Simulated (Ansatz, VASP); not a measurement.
**Zr in VASP and in Ansatz**

```
Zr
1.0
     0.00000    2.17044    2.25500
     2.25500    0.00000    2.25500
     2.25500    2.17044    0.00000
Zr
1
Direct
  0.00000 0.00000 0.00000
```

Change from the starting cell: strain -0.0375 x Voigt [0, 1, 0, 0, 0, 0], atoms carried along.

Alike in both runs: task single point; functional LDA; k mesh 18 × 18 × 18; occupations gaussian, width 0.15 eV; no spin polarisation.

|  | VASP | Ansatz |
| --- | --- | --- |
| version | VASP 6.6.1 | Ansatz 0.2.0 |
| potentials or method | VASP PAW LDA potentials, release 64 (Zr_sv), cutoff 520 eV | scalar-relativistic, plane waves, PAW |
| valence electrons in the cell | 12 | 12 |

Ansatz gave:

| Quantity | Value |
| --- | --- |
| gap on the k mesh at the Fermi level (eV) | none |
| pressure (GPa) | -2.3 |
| traceless stress, the component that is largest in VASP (GPa) | 0.74 |

Which values does VASP return?

gap on the k mesh at the Fermi level (eV): none; pressure (GPa): -2.2; traceless stress, the component that is largest in VASP (GPa): 0.73.

LDA's correlation is that of Perdew and Zunger in VASP and of Perdew and Wang (1992) in Ansatz. A gap of «none» marks a metal or a gap that the smearing closes.
